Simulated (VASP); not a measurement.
Ca4As3:

```
Ca As
1.0
     5.79321    0.00000    0.00000
    -2.89660    5.01707    0.00000
     0.00000    0.00000    6.80522
Ca As
4 3
Direct
  0.33333 0.66667 0.77719
  0.33333 0.66667 0.22281
  0.66667 0.33333 0.22281
  0.66667 0.33333 0.77719
  0.65583 0.00000 0.00000
  0.00000 0.65583 0.00000
  0.34417 0.34417 0.00000
```

The cell was generated, and may not be a known phase.

| Property | Result |
| --- | --- |
| Program | VASP 6.6.1 |
| Task | relaxation of cell and atoms |
| Functional | PBE |
| Potentials or basis | VASP PAW PBE potentials, release 64 (Ca_sv, As_d) |
| Cutoff | 510 eV |
| k mesh | 3 × 3 × 4 |
| Occupations | gaussian, width 0.1 eV |
| Spin | no spin polarisation |

At the start: pressure 27.9 GPa; volume 28.26 Å³/atom.

How do energy, volume and symmetry change on relaxing?

Over 20 steps the energy falls by 1129.8 meV/atom and the volume is 37.41 Å³/atom (+32.4 %); space group P-62m (No. 189, to 0.1 Å) before and after.

The path:
| step | energy change (eV) | largest force (eV/Å) | pressure (GPa) | volume (Å³) |
| --- | --- | --- | --- | --- |
| 1 | 0.0000 | 6.0786 | 27.89 | 197.79 |
| 2 | -4.6442 | 1.4208 | -4.92 | 374.32 |
| 3 | -7.3857 | 0.4576 | -0.61 | 279.45 |
| 4 | -7.3951 | 0.5035 | -0.32 | 277.00 |
| 5 | -7.3983 | 0.5531 | -0.02 | 274.50 |
| 6 | -7.4531 | 0.5632 | -0.05 | 274.61 |
| 7 | -7.6078 | 0.5304 | -0.11 | 274.90 |
| 8 | -7.8257 | 0.2895 | -0.21 | 275.47 |
| 9 | -7.4442 | 1.0738 | 0.58 | 276.51 |
| 10 | -7.8565 | 0.1589 | -0.24 | 275.65 |
| 11 | -7.8610 | 0.0918 | -0.23 | 275.75 |
| 12 | -7.8786 | 0.1945 | 0.20 | 269.05 |
| 13 | -7.8788 | 0.2057 | 0.25 | 268.33 |
| 14 | -7.8898 | 0.1392 | 0.00 | 268.26 |
| 15 | -7.8906 | 0.1136 | -0.08 | 268.23 |
| 16 | -7.8983 | 0.0818 | -0.12 | 267.07 |
| 17 | -7.9067 | 0.0351 | -0.19 | 263.61 |
| 18 | -7.9070 | 0.0376 | -0.18 | 264.21 |
| 19 | -7.9076 | 0.0378 | 0.18 | 260.24 |
| 20 | -7.9083 | 0.0187 | 0.03 | 261.89 |

Final structure:
```xyz
7
Lattice="6.3264 0.0000 0.0000 -3.1632 5.4788 0.0000 0.0000 0.0000 7.5557" Properties=species:S:1:pos:R:3 pbc="T T T"
Ca    0.0000    3.6525    5.7549
Ca    0.0000    3.6525    1.8008
Ca    3.1632    1.8263    1.8008
Ca    3.1632    1.8263    5.7549
As    4.6606    0.0000    0.0000
As   -2.3303    4.0362    0.0000
As    0.8329    1.4426    0.0000
```

Caveat: the k points lie up to 0.38 Å⁻¹ apart in the final cell, too coarse for converged energies and pressures of a metal; the volume moved by over 15 % at a fixed basis, so the end points are rough; an odd number of electrons without spin polarisation forces a metal; a magnetic or distorted state may lie lower.
